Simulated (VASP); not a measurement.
# Ir (Fm-3m) in VASP: further runs, part 2 of 2

VASP 6.6.1. Earlier steps stand in the parts before.

## 4. Single point, LDA

INCAR reads:

```
SYSTEM = Ir
PREC = Accurate
ENCUT = 560
EDIFF = 1E-6
ISMEAR = 0
SIGMA = 0.3
LREAL = .FALSE.
LASPH = .TRUE.
NELM = 120
ALGO = Normal
ISIF = 2
LWAVE = .FALSE.
LCHARG = .FALSE.
NBANDS = 14
GGA_COMPAT = .FALSE.
```

KPOINTS reads:

```
regular mesh
0
G
  14 14 14
  0 0 0
```

POSCAR reads:

```
Ir
1.0
    0.0000000000      1.9060927672      1.9060927672
    1.9060927672      0.0000000000      1.9060927672
    1.9060927672      1.9060927672      0.0000000000
Ir
1
Direct
    0.0000000000      0.0000000000      0.0000000000
```

Potentials or basis: VASP PAW LDA potentials, release 64 (Ir_sv_GW).

The run is started by

```bash
> cat potpaw_LDA.64/Ir_sv_GW/POTCAR > POTCAR
> mpirun -np 1 vasp_std > vasp.out
```

OUTCAR:

```text
SYSTEM = Ir
   PREC = Accurate
   ENCUT = 560
   EDIFF = 1E-6
   ISMEAR = 0
   LREAL = .FALSE.
   LASPH = .TRUE.
   NELM = 120
   ISIF = 2

 ion  position               nearest neighbor table
   1  0.000  0.000  0.000-

  LATTYP: Found a face centered cubic cell.
 ALAT       =     3.8121855344

  Lattice vectors:

 A1 = (   0.0000000000,   1.9060927672,   1.9060927672)
 A2 = (   1.9060927672,   0.0000000000,   1.9060927672)
 A3 = (   1.9060927672,   1.9060927672,   0.0000000000)

Analysis of symmetry for initial positions (statically):
=====================================================================
 Subroutine PRICEL returns:
 Original cell was already a primitive cell.

 Routine SETGRP: Setting up the symmetry group for a
 face centered cubic supercell.

 Subroutine GETGRP returns: Found 48 space group operations
 (whereof 48 operations were pure point group operations)
 out of a pool of 48 trial point group operations.

The static configuration has the point symmetry O_h .

Analysis of symmetry for dynamics (positions and initial velocities):
[... 171 lines left out ...]
      5       1.7624      2.00000
      6       9.0409      2.00000
      7       9.0409      2.00000
      8       9.0409      2.00000
      9      11.8533      2.00000
     10      11.8533      2.00000
     11      26.6601      0.00000
     12      32.2509      0.00000
     13      32.2509      0.00000
     14      32.2509      0.00000
[... 377 lines left out ...]
      1     -79.4838      2.00000
      2     -36.6030      2.00000
      3     -36.2902      2.00000
      4     -36.2805      2.00000
      5       4.5635      2.00000
      6       7.6542      2.00000
      7       9.4262      2.00000
      8      10.1958      2.00000
      9      11.5920      2.00000
     10      12.8271      1.61193
     11      27.8829      0.00000
     12      30.5834      0.00000
     13      33.0305      0.00000
     14      33.7642      0.00000

 [... further k-points ...]

------------------------ aborting loop because EDIFF is reached ----------------------------------------

  FORCE on cell =-STRESS in cart. coord.  units (eV):
  Direction    XX          YY          ZZ          XY          YZ          ZX
  --------------------------------------------------------------------------------------
  -------------------------------------------------------------------------------------
  Total       -0.0209403     -0.0209403     -0.0209403      0.0000000      0.0000000      0.0000000
  in kB       -2.4223170     -2.4223170     -2.4223170      0.0000000      0.0000000      0.0000000
  external PRESSURE =      -2.4223170 kB  Pullay stress =       0.0000000 kB

 VOLUME and BASIS-vectors are now :
 -----------------------------------------------------------------------------
  energy-cutoff  :      560.00
  volume of cell :       13.85
      direct lattice vectors                 reciprocal lattice vectors
     0.000000000  1.906092767  1.906092767    -0.262316719  0.262316719  0.262316719
     1.906092767  0.000000000  1.906092767     0.262316719 -0.262316719  0.262316719
     1.906092767  1.906092767  0.000000000     0.262316719  0.262316719 -0.262316719

 POSITION                                       TOTAL-FORCE (eV/Angst)
 -----------------------------------------------------------------------------------
      0.00000      0.00000      0.00000         0.000000      0.000000      0.000000
 -----------------------------------------------------------------------------------
    total drift:                               -0.000000     -0.000000     -0.000000

  FREE ENERGIE OF THE ION-ELECTRON SYSTEM (eV)
  ---------------------------------------------------
  free  energy   TOTEN  =       -10.9207249959 eV

  energy  without entropy=      -10.8768526125  energy(sigma->0) =      -10.89878880
```

OSZICAR:

```text
N       E                     dE             d eps       ncg     rms          rms(c)
DAV:   1     0.116576617720E+03    0.11658E+03   -0.11993E+04  2976   0.134E+03
DAV:   2    -0.104427075880E+02   -0.12702E+03   -0.12191E+03  3710   0.407E+02
DAV:   3    -0.121276911085E+02   -0.16850E+01   -0.16800E+01  3164   0.443E+01
DAV:   4    -0.121302225903E+02   -0.25315E-02   -0.25314E-02  3512   0.211E+00
DAV:   5    -0.121302277016E+02   -0.51113E-05   -0.51102E-05  3134   0.898E-02    0.716E+01
DAV:   6    -0.110279145881E+02    0.11023E+01   -0.14542E+00  3008   0.127E+01    0.387E+01
DAV:   7    -0.109388466256E+02    0.89068E-01   -0.40685E-01  3308   0.623E+00    0.738E+00
DAV:   8    -0.109209206400E+02    0.17926E-01   -0.64876E-02  2942   0.317E+00    0.696E-01
DAV:   9    -0.109208632842E+02    0.57356E-04   -0.73232E-04  3230   0.327E-01    0.317E-01
DAV:  10    -0.109207272791E+02    0.13601E-03   -0.24909E-04  3146   0.229E-01    0.240E-01
DAV:  11    -0.109207250581E+02    0.22210E-05   -0.56011E-06  3344   0.313E-02    0.530E-02
DAV:  12    -0.109207249959E+02    0.62274E-07   -0.17937E-07  1570   0.473E-03
   1 F= -.10920725E+02 E0= -.10898789E+02  d E =-.438724E-01
```

stdout:

```text
POSCAR found type information on POSCAR Ir
 POSCAR found :  1 types and       1 ions
 scaLAPACK will be used
 LDA part: xc-table for (Slater(with rela. corr.)+CA(PZ))
 , standard interpolation
 POSCAR, INCAR and KPOINTS ok, starting setup
 FFT: planning ... GRIDC
 FFT: planning ... GRID_SOFT
 FFT: planning ... GRID
 WAVECAR not read
 entering main loop
```

Run time: 17 s. Hardware: 1 thread of AMD EPYC 7R13 (Zen 3), shared host; peak memory 0.12 GiB.

Results:

| Quantity | Value |
| --- | --- |
| Free energy | -10.9207 eV |
| Pressure | -0.2 GPa |
| Band gap on the k mesh | zero (an odd number of electrons rules out a gap without spin polarisation) |

Levels at points of the mesh, in eV from the Fermi level:
```csv
k point,band 6,band 7,band 8,band 9,band 10,band 11
"(0.00, 0.00, 0.00)",-3.97,-3.97,-3.97,-1.16,-1.16,13.65
"(0.50, 0.00, 0.00)",-4.07,-4.07,-0.69,1.01,1.01,7.57
"(0.50, 0.50, 0.00)",-7.52,1.00,1.61,1.61,1.81,10.91
```

Caveat: so wide a smearing shifts energies and pressures; spin-orbit coupling is left out, which moves the levels of the heavy elements.

## 5. Overview

| smearing | gap on the mesh (eV) | pressure (GPa) |
| --- | --- | --- |
| fermi-dirac 0.1 eV | none | -0.3 |
| gaussian 0.6 eV | none | 1.1 |
| gaussian 0.3 eV | none | -0.2 |

Alike in all rows: task single point; level LDA; potentials or basis VASP PAW LDA potentials, release 64 (Ir_sv_GW); no spin polarisation; cell a = 2.696 Å, angles 60.0°, 1 atom; k mesh 14 × 14 × 14; cutoff (eV) 560.

Caveats: spin-orbit coupling is left out, which moves the levels of the heavy elements; so wide a smearing shifts energies and pressures (at least some runs).

Total energies depend on the potentials used, so only differences within one code and one set of settings carry meaning.
